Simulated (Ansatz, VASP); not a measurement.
One calculation of Fe, two programs

The input INCAR:

```
SYSTEM = Fe
PREC = Accurate ; ENCUT = 520
EDIFF = 1E-7 ; ISMEAR = -1
SIGMA = 0.1 ; LREAL = .False.
LASPH = .True. ; NELM = 150
ALGO = Normal ; ISIF = 2
LWAVE = .False. ; LCHARG = .True.
ISPIN = 2 ; MAGMOM = 2.2
LORBIT = 11 ; LMAXMIX = 4
GGA = CA ; LELF = .True.
LVHAR = .True. ; NBANDS = 14
```

The input KPOINTS:

```
Automatic mesh
0
Gamma
  12 12 12
  0 0 0
```

Contents of POSCAR:

```
Fe
1.0
    0.0000000000      1.9417396906      1.9651051623
    1.4984397099      0.0000000000      1.9651051623
    1.4984397099      1.9417396906      0.0000000000
Fe
1
Direct
    0.0000000000      0.0000000000      0.0000000000
```

Input for Ansatz:

```yaml
crystal:
  lattice:
    - [0.0, 1.9417396906, 1.9651051623]
    - [1.4984397099, 0.0, 1.9651051623]
    - [1.4984397099, 1.9417396906, 0.0]
  atoms:
    - { symbol: Fe, position: [0.0, 0.0, 0.0], spin: 2.2 }
magnetization:
  spin_polarized: true
kpoints:
  mp_grid: { grid: [12, 12, 12] }
  band_path:
    path:
      - [0.0, 0.0, 0.0]
      - [0.5, 0.0, 0.5]
      - [0.5, 0.246480624, 0.746480624]
      - [0.5, 0.753519376, 0.253519376]
      - [0.5, 0.5, 0.0]
      - [0.9257107586, 0.5, 0.4257107586]
      - [0.0742892414, 0.5, 0.5742892414]
      - [0.0, 0.5, 0.5]
      - [0.076087883, 0.576087883, 0.5]
    npoints: 8
scf:
  occupations: { method: fermi_dirac, width: 0.1 }
  lower_state_search: "off"
hamiltonian:
  xc: lda
  pseudopotentials: { kind: paw }
output:
  eigenvalues: false
  eigenstates:
    nscf_kmesh: { grid: [12, 12, 12] }
    top_band: c10
    exchange_couplings: { magnetic: [{ species: Fe }] }
```

Alike in both runs: task single point; functional LDA; k mesh 12 × 12 × 12; occupations fermi-dirac, width 0.1 eV; collinear spin.

|  | VASP | Ansatz |
| --- | --- | --- |
| version | VASP 6.6.1 | Ansatz 0.2.0 |
| potentials or method | VASP PAW LDA potentials, release 64 (Fe) | PAW with Ansatz's default frozen-core files, scalar-relativistic |
| plane-wave cutoff (eV) | 520 | 420 |
| valence electrons in the cell | 8 | 16 |

VASP gave:

* net moment per atom (μB): 2.12
* size of the moment on the site where the two differ most (μB): 2.10

Estimate Ansatz's values.

net moment per atom (μB): 2.16; size of the moment on the site where the two differ most (μB): 2.17.

LDA's correlation is that of Perdew and Zunger in VASP and of Perdew and Wang (1992) in Ansatz. Site moments also hang on the region over which each program counts them. VASP's potentials hold 8 valence electrons a cell and Ansatz's 16, so a difference there can come from the potentials and not from the codes.
